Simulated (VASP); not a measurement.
A run of VASP 6.6.1:

INCAR

```
PREC = Accurate
ENCUT = 520
EDIFF = 1E-7
ISMEAR = -1
SIGMA = 0.1
LREAL = F
LASPH = T
NELM = 80
ALGO = Normal
ISIF = 2
LWAVE = F
LCHARG = T
GGA = B5
ALDAX = 1.0
AGGAX = 1.0
AGGAC = 1.0
ALDAC = 0.0
LELF = T
LVHAR = T
NBANDS = 26
```

The input KPOINTS:

```
regular mesh
0
Gamma
  8 8 13
```

Contents of POSCAR:

```
Nb
1.0
    5.1458731240      0.0000000000      0.0000000000
   -2.5729365620      4.4564568500      0.0000000000
    0.0000000000      0.0000000000      2.8194670662
Nb
3
Direct
    1.0000000000      0.0000000000      0.0000000000
    0.3333333333      0.6666666667      0.5000000000
    0.6666666667      0.3333333333      0.5000000000
```

Potentials or basis: VASP PAW PBE potentials, release 64 (Nb_sv).

Command:

```bash
$ cat potpaw_PBE.64/Nb_sv/POTCAR > POTCAR
$ mpirun -np 1 vasp_std > vasp.out
```

Hardware: 1 thread of Intel Xeon 8259CL, with other jobs on the host.

**Question.** How long does it take, and how much memory?

**Answer.** Wall time 4.4 min on 1 thread of Intel Xeon 8259CL (shared host), peak memory 0.23 GiB. Counts: scf iterations 15, k points 70.
